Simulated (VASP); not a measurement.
Set up this calculation in VASP 6.6.1, as the native input.

| Quantity | Value |
| --- | --- |
| Task | single point |
| Functional | PBE |
| Potentials or basis | VASP PAW PBE potentials, release 64 (Mg, Cd, S) |
| Cutoff | 520 eV |
| k mesh | 6 × 6 × 2 |
| Occupations | gaussian, width 0.1 eV |
| Spin | no spin polarisation |
| Dipole correction | no |
| Further INCAR settings | ALGO = Normal; EDIFF = 1e-06; NBANDS = 31 |

The structure of MgCd2S3 lies in POSCAR:

```
MgCd2S3
1.0
    3.8315933196      0.0000000000      0.0000000000
   -1.9157966598      3.3182571517      0.0000000000
    0.0000000000      0.0000000000      9.3966595155
Mg Cd S
1 2 3
Direct
    0.0000000000      0.0000000000      0.5000000000
    0.6666666667      0.3333333333      0.8283221205
    0.3333333333      0.6666666667      0.1716778795
    0.3333333333      0.6666666667      0.6555751617
    0.6666666667      0.3333333333      0.3444248383
    0.0000000000      0.0000000000      0.0000000000
```

These files were run (other wordings do the same):

INCAR

```
SYSTEM = MgCd2S3
  PREC = Accurate
  ENCUT = 520
  EDIFF = 1E-6
  ISMEAR = 0
  SIGMA = 0.1
  LREAL = .False.
  LASPH = .True.
  NELM = 80
  ALGO = Normal
  ISIF = 2
  LWAVE = .False.
  LCHARG = .True.
  GGA = PE
  LELF = .True.
  LVHAR = .True.
  NBANDS = 31
```

KPOINTS

```
Automatic mesh
0
Gamma
  6 6 2
  0 0 0
```

Potentials or basis: VASP PAW PBE potentials, release 64 (Mg, Cd, S).

Launch:

```bash
$ cat potpaw_PBE.64/Mg/POTCAR potpaw_PBE.64/Cd/POTCAR potpaw_PBE.64/S/POTCAR > POTCAR
$ mpirun -np 1 vasp_std > vasp.out
```

Results of the run:

The pressure is -0.1 GPa and the largest force is 0.036 eV/Å. The band gap on the k mesh is 0.90 eV (least direct gap 1.43 eV).

Run time: 25 s on 1 thread of Intel(R) Xeon(R) 6975P-C (Granite Rapids) (shared host), peak memory 0.24 GiB.
